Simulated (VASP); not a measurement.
# TiSi2: single point with r2SCAN

TiSi2:

```xyz
3
Lattice="-1.4630 1.7006 4.1838 1.4630 -1.7006 4.1838 1.4630 1.7006 -4.1838" Properties=species:S:1:pos:R:3 pbc="T T T"
Ti    0.0000    0.0000    0.0000
Si    0.0000    0.0000    5.6070
Si    0.0000    0.0000    2.7607
```

```json
{
 "Program": "VASP 6.6.1",
 "Task": "single point",
 "Functional": "r2SCAN",
 "Potentials or basis": "VASP PAW PBE potentials, release 64 (Ti_sv, Si)",
 "Cutoff": "520 eV",
 "k mesh": "12 × 12 × 12",
 "Occupations": "fermi-dirac, width 0.05 eV",
 "Spin": "no spin polarisation"
}
```

The pressure is 0.8 GPa. The largest force is 0.076 eV/Å and the band gap on the k mesh is zero (bands 10 and 11 overlap by 2.62 eV).

Forces in eV/Å, atoms in the order of the input:
```
Ti   0.000  0.000  0.000
Si   0.000  0.000  0.076
Si   0.000  0.000 -0.076
```

Stress tensor (GPa, compression positive):
```
1.15 0.00 0.00
0.00 1.11 0.00
0.00 0.00 0.19
```

Levels at points of the mesh, in eV from the Fermi level:
| k point | band 8 | band 9 | band 10 | band 11 | band 12 | band 13 |
| --- | --- | --- | --- | --- | --- | --- |
| (0.00, 0.00, 0.00) | -2.38 | -0.74 | 0.88 | 2.20 | 2.67 | 3.27 |
| (0.50, 0.00, 0.00) | -4.06 | -0.79 | 1.10 | 2.29 | 2.84 | 3.87 |
| (0.00, 0.50, 0.00) | -3.63 | -1.00 | -0.46 | 1.05 | 2.91 | 3.69 |
| (0.50, 0.50, 0.00) | -4.85 | -3.16 | -1.42 | -0.87 | 2.94 | 3.20 |
| (0.50, 0.50, 0.50) | -1.42 | -0.43 | 0.51 | 2.22 | 2.65 | 2.73 |

Run time: 19 min on 1 thread of Intel Xeon 8259CL, with other jobs on the host, peak memory 0.36 GiB.

Caveat: the PAW data sets were made with another functional, which shifts forces and pressure a little.
